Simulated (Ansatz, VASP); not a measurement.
**Two plane-wave programs on Ni**

```
Ni
1.0
     2.82935    0.00000    0.00000
     0.00000    2.82935    0.00000
     0.00000    0.00000    2.82935
Ni
2
Direct
  0.00000 0.00000 0.00000
  0.50000 0.50000 0.50000
```

Alike in both runs: task single point; functional PBE; k mesh 13 × 13 × 13; occupations fermi-dirac, width 0.05 eV; collinear spin.

|  | VASP | Ansatz |
| --- | --- | --- |
| version | VASP 6.6.1 | Ansatz 0.2.0 |
| potentials or method | VASP PAW PBE potentials, release 64 (Ni), cutoff 520 eV | plane waves (420 eV) with PAW, scalar-relativistic |
| valence electrons in the cell | 20 | 36 |

|  | VASP | Ansatz | Ansatz less VASP |
| --- | --- | --- | --- |
| pressure (GPa) | -5.3 | -5.3 | -0.02 |
| net moment per atom (μB) | 0.58 | 0.59 | +0.010 |
| size of the moment on the site where the two differ most (μB) | 0.59 | 0.62 | +0.031 |

Site moments also hang on the region over which each program counts them. With one functional, cell and mesh, what is left measures potentials, basis and numerics. VASP's potentials hold 20 valence electrons a cell and Ansatz's 36, so a difference there can come from the potentials and not from the codes.
